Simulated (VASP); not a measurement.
# SrO (P6_3/mmc) in VASP: single point with PBE+D3(BJ)

Aim: the single point of SrO with PBE+D3(BJ).

Program: VASP 6.6.1. These are calculated values, not measurements. Logs are shortened: lines on timing, memory, paths and dates and some standing lists are left out, and cuts for length are marked.

### Step 1. The cell of the first run

Symmetry: P6_3/mmc, No. 194, hexagonal system. Conventional cell: a = 4.255 Å, b = 4.255 Å, c = 5.149 Å, α = 90.00°, β = 90.00°, γ = 120.00°. Within 3.2 Å of Sr (site symmetry -6m2) lie 5 O at 2.46 to 2.57 Å. Within 3.2 Å of O (site symmetry -6m2) lie 5 Sr at 2.46 to 2.57 Å.

### Step 2. Single point, PBE+D3(BJ), non-collinear spin, zero start, spin-orbit coupling

Contents of INCAR:

```
SYSTEM = SrO
PREC = Accurate
ENCUT = 600
EDIFF = 1E-6
ISMEAR = 0
SIGMA = 0.02
LREAL = .FALSE.
LASPH = .TRUE.
NELM = 200
ALGO = Normal
ISIF = 2
LWAVE = .FALSE.
LCHARG = .FALSE.
LNONCOLLINEAR = .TRUE.
MAGMOM = 0 0 0 0 0 0 0 0 0 0 0 0
LORBIT = 11
LSORBIT = .TRUE.
GGA_COMPAT = .FALSE.
LORBMOM = .TRUE.
GGA = PE
IVDW = 12
NBANDS = 46
```

Contents of KPOINTS:

```
Automatic mesh
0
G
  6 6 6
  0 0 0
```

Contents of POSCAR:

```
SrO
1.0
    4.2549631900      0.0000000000      0.0000000000
   -2.1274815950      3.6849062147      0.0000000000
    0.0000000000      0.0000000000      5.1494913021
Sr O
2 2
Direct
    0.3333333333      0.6666666667      0.9375000000
    0.6666666667      0.3333333333      0.4375000000
    0.3333333333      0.6666666667      0.4375000000
    0.6666666667      0.3333333333      0.9375000000
```

Potentials or basis: VASP PAW PBE potentials, release 64 (Sr_sv, O).

Launch:

```sh
cat potpaw_PBE.64/Sr_sv/POTCAR potpaw_PBE.64/O/POTCAR > POTCAR
mpirun -np 1 vasp_ncl > vasp.out
```

OUTCAR:

```text
SYSTEM = SrO
   PREC = Accurate
   ENCUT = 600
   EDIFF = 1E-6
   ISMEAR = 0
   LREAL = .FALSE.
   LASPH = .TRUE.
   NELM = 200
   ISIF = 2
   LNONCOLLINEAR = .TRUE.
   LORBIT = 11
   LSORBIT = .TRUE.
   GGA = PE
   IVDW = 12
 IVDW          = 12

 ion  position               nearest neighbor table
   1  0.333  0.667  0.938-   4 2.46   4 2.46   4 2.46   3 2.57   3 2.57   2 3.56   2 3.56   2 3.56
                             2 3.56   2 3.56   2 3.56
   2  0.667  0.333  0.438-   3 2.46   3 2.46   3 2.46   4 2.57   4 2.57   1 3.56   1 3.56   1 3.56
                             1 3.56   1 3.56   1 3.56
   3  0.333  0.667  0.438-   2 2.46   2 2.46   2 2.46   1 2.57   1 2.57
   4  0.667  0.333  0.938-   1 2.46   1 2.46   1 2.46   2 2.57   2 2.57

  LATTYP: Found a hexagonal cell.
 ALAT       =     4.2549631900
 C/A-ratio  =     1.2102316923

  Lattice vectors:

 A1 = (   4.2549631900,   0.0000000000,   0.0000000000)
 A2 = (  -2.1274815950,   3.6849062147,   0.0000000000)
 A3 = (   0.0000000000,   0.0000000000,   5.1494913021)

Analysis of symmetry for initial positions (statically):
=====================================================================
 Subroutine PRICEL returns:
 Original cell was already a primitive cell.

 Routine SETGRP: Setting up the symmetry group for a
 hexagonal supercell.

 Subroutine GETGRP returns: Found 24 space group operations
 (whereof  6 operations were pure point group operations)
 out of a pool of 24 trial point group operations.

The static configuration has the point symmetry C_3v.
 The point group associated with its full space group is D_6h.

Analysis of symmetry for dynamics (positions and initial velocities):
=====================================================================
 Subroutine PRICEL returns:
 Original cell was already a primitive cell.

 Routine SETGRP: Setting up the symmetry group for a
 hexagonal supercell.

 Subroutine GETGRP returns: Found 24 space group operations
 (whereof  6 operations were pure point group operations)
 out of a pool of 24 trial point group operations.

The dynamic configuration has the point symmetry C_3v.
 The point group associated with its full space group is D_6h.

Analysis of structural, dynamic, and magnetic symmetry:
=====================================================================
 Subroutine PRICEL returns:
 Original cell was already a primitive cell.

 Routine SETGRP: Setting up the symmetry group for a
 hexagonal supercell.

 Subroutine GETGRP returns: Found 24 space group operations
 (whereof  6 operations were pure point group operations)
 out of a pool of 24 trial point group operations.

The overall configuration has the point symmetry C_3v.
[... 1325 lines left out ...]
    total drift:                               -0.000000      0.000000      0.000047

  FREE ENERGIE OF THE ION-ELECTRON SYSTEM (eV)
  ---------------------------------------------------
  free  energy   TOTEN  =       -24.8862610989 eV

  energy  without entropy=      -24.8862610989  energy(sigma->0) =      -24.88626110

 orbital moment (x)

 # of ion     p       d       tot
 ----------------------------------------
  1        -0.000  -0.000  -0.000
  2        -0.000   0.000   0.000
  3         0.000   0.000   0.000
  4        -0.000   0.000  -0.000
 ----------------------------------------
           -0.000  -0.000  -0.000

 orbital moment (y)

 # of ion     p       d       tot
 ----------------------------------------
  1         0.000   0.000   0.000
  2        -0.000   0.000   0.000
  3         0.000   0.000   0.000
  4        -0.000   0.000  -0.000
 ----------------------------------------
           -0.000   0.000   0.000

 orbital moment (z)

 # of ion     p       d       tot
 ----------------------------------------
  1         0.000  -0.000  -0.000
  2         0.000   0.000   0.000
  3        -0.000   0.000  -0.000
  4        -0.000   0.000  -0.000
 ----------------------------------------
           -0.000  -0.000  -0.000

 Spin-Orbit-Coupling matrix elements

 Ion:    1  E_soc:     -0.1754071
 l=   1
     0.0000000    -0.0291939    -0.0292215
    -0.0291939     0.0000000    -0.0291939
    -0.0292215    -0.0291939     0.0000000
 l=   2
     0.0000000    -0.0000047     0.0000000    -0.0000047    -0.0000346
    -0.0000047     0.0000000    -0.0000195    -0.0000016    -0.0000047
     0.0000000    -0.0000195     0.0000000    -0.0000195     0.0000000
    -0.0000047    -0.0000016    -0.0000195     0.0000000    -0.0000047
    -0.0000346    -0.0000047     0.0000000    -0.0000047     0.0000000
 l=   3
     0.0000000     0.0000000     0.0000000     0.0000000     0.0000000     0.0000000     0.0000000
     0.0000000     0.0000000     0.0000000     0.0000000     0.0000000     0.0000000     0.0000000
     0.0000000     0.0000000     0.0000000     0.0000000     0.0000000     0.0000000     0.0000000
     0.0000000     0.0000000     0.0000000     0.0000000     0.0000000     0.0000000     0.0000000
[... 49 lines left out ...]
 l=   2
     0.0000000     0.0000000     0.0000000     0.0000000     0.0000000
     0.0000000     0.0000000     0.0000000     0.0000000     0.0000000
     0.0000000     0.0000000     0.0000000     0.0000000     0.0000000
     0.0000000     0.0000000     0.0000000     0.0000000     0.0000000
     0.0000000     0.0000000     0.0000000     0.0000000     0.0000000
 l=   3
     0.0000000     0.0000000     0.0000000     0.0000000     0.0000000     0.0000000     0.0000000
     0.0000000     0.0000000     0.0000000     0.0000000     0.0000000     0.0000000     0.0000000
     0.0000000     0.0000000     0.0000000     0.0000000     0.0000000     0.0000000     0.0000000
     0.0000000     0.0000000     0.0000000     0.0000000     0.0000000     0.0000000     0.0000000
     0.0000000     0.0000000     0.0000000     0.0000000     0.0000000     0.0000000     0.0000000
     0.0000000     0.0000000     0.0000000     0.0000000     0.0000000     0.0000000     0.0000000
     0.0000000     0.0000000     0.0000000     0.0000000     0.0000000     0.0000000     0.0000000

 total charge

# of ion       s       p       d       tot
------------------------------------------
    1        2.017   5.827   0.274   8.118
    2        2.017   5.827   0.274   8.118
    3        1.551   3.424   0.000   4.975
    4        1.551   3.424   0.000   4.975
--------------------------------------------------
tot          7.137  18.502   0.548  26.187

 magnetization (x)

# of ion       s       p       d       tot
------------------------------------------
    1        0.000  -0.000   0.000   0.000
    2        0.000   0.000   0.000   0.000
    3        0.000  -0.000   0.000  -0.000
    4        0.000  -0.000   0.000  -0.000
--------------------------------------------------
tot          0.000  -0.000   0.000   0.000

 magnetization (y)

# of ion       s       p       d       tot
------------------------------------------
    1        0.000   0.000  -0.000  -0.000
    2        0.000   0.000  -0.000  -0.000
    3       -0.000  -0.000   0.000  -0.000
    4       -0.000  -0.000   0.000  -0.000
--------------------------------------------------
tot         -0.000  -0.000  -0.000  -0.000

 magnetization (z)

# of ion       s       p       d       tot
------------------------------------------
    1       -0.000   0.000  -0.000   0.000
    2       -0.000   0.000  -0.000   0.000
    3        0.000   0.000   0.000   0.000
    4       -0.000   0.000   0.000  -0.000
--------------------------------------------------
tot         -0.000   0.000  -0.000   0.000
```

stdout:

```text
POSCAR found type information on POSCAR SrO
 POSCAR found :  2 types and       4 ions
 scaLAPACK will be used
 LDA part: xc-table for (Slater+PW92), standard interpolation
 POSCAR, INCAR and KPOINTS ok, starting setup
 FFT: planning ... GRIDC
 FFT: planning ... GRID_SOFT
 FFT: planning ... GRID
 WAVECAR not read
 entering main loop
```

It took 5 min on 1 thread of Intel Xeon Platinum 8488C (Sapphire Rapids), shared host; peak memory 0.54 GiB.

What came out:

* Free energy: -24.8863 eV
* Pressure: 0.4 GPa
* Net moment: 0.00 μB per cell
* Valence electrons inside the program's atomic spheres: Sr 8.12; O 4.97
* Dispersion energy per atom: -0.205 eV

Moments on the atoms (μB; x, y, z):
```
Sr  0.00 0.00 0.00
Sr  0.00 0.00 0.00
O   0.00 0.00 0.00
O   0.00 0.00 0.00
```
